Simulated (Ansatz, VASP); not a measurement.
Si2Ge in VASP and in Ansatz

```
Si Ge
1.0
     2.40374   -4.11326    0.00000
     2.40374    4.11326    0.00000
     0.00000    0.00000    2.50060
Si Ge
2 1
Direct
  0.33365 0.66635 0.00000
  0.66635 0.33365 0.00000
  0.00000 0.00000 0.00000
```

Alike in both runs: functional PBE; k mesh 5 × 5 × 6; occupations gaussian, width 0.2 eV; no spin polarisation.

Ansatz relaxed the structure, and its values are those at the end. VASP's run is a single point on that final structure, the one shown.

|  | VASP | Ansatz |
| --- | --- | --- |
| version | VASP 6.6.1 | Ansatz 0.2.0 |
| potentials or method | VASP PAW PBE potentials, release 64 (Si, Ge_d), cutoff 500 eV | scalar-relativistic, plane waves, PAW |
| valence electrons in the cell | 22 | 22 |

|  | VASP | Ansatz | Ansatz less VASP |
| --- | --- | --- | --- |
| gap on the k mesh at the Fermi level (eV) | none | none | - |
| pressure (GPa) | 0.0 | 0.0 | +0.02 |

A gap of «none» marks a metal or a gap that the smearing closes.

The k mesh is coarse, so the values compare programs but aren't converged.
